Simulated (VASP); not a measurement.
Ti: single point with r2SCAN

Ti:

```
Ti
1.0
     2.95000    0.00000    0.00000
    -1.47500    2.55478    0.00000
     0.00000    0.00000    4.68460
Ti
2
Direct
  0.33333 0.66667 0.75000
  0.66667 0.33333 0.25000
```

* Program: VASP 6.6.1
* Task: single point
* Functional: r2SCAN
* Potentials or basis: VASP PAW PBE potentials, release 64 (Ti_sv)
* Cutoff: 550 eV
* k mesh: 14 × 14 × 8
* Occupations: gaussian, width 0.05 eV
* Spin: no spin polarisation

```json
{"Pressure": "-2.0 GPa", "Band gap on the k mesh": "zero (band 12 reaches 9.09 eV, above the bottom of band 13 at 7.86 eV)"}
```

Stress tensor (GPa, compression positive):
```
-1.69  0.00  0.00
 0.00 -1.69  0.00
 0.00  0.00 -2.52
```

Levels at points of the mesh, in eV from the Fermi level:
```
           k point  band 9  band 10  band 11  band 12  band 13  band 14  band 15  band 16
(0.00, 0.00, 0.00)   -6.60    -2.84     0.48     0.85     0.85     0.92     1.36     1.36
(0.50, 0.00, 0.00)   -2.51    -2.24    -1.91    -0.86     0.61     0.66     1.22     3.47
(0.00, 0.00, 0.50)   -4.69    -4.69     0.04     0.04     0.77     0.77     0.77     0.77
(0.50, 0.00, 0.50)   -2.65    -2.65    -0.87    -0.87     1.19     1.19     1.87     1.87
```

It took 2.9 min on 1 thread of Intel(R) Xeon(R) Platinum 8375C CPU @ 2.90GHz (Ice Lake), with other jobs on the host, peak memory 0.21 GiB.

Caveat: the PAW data sets were made with another functional, which shifts forces and pressure a little.
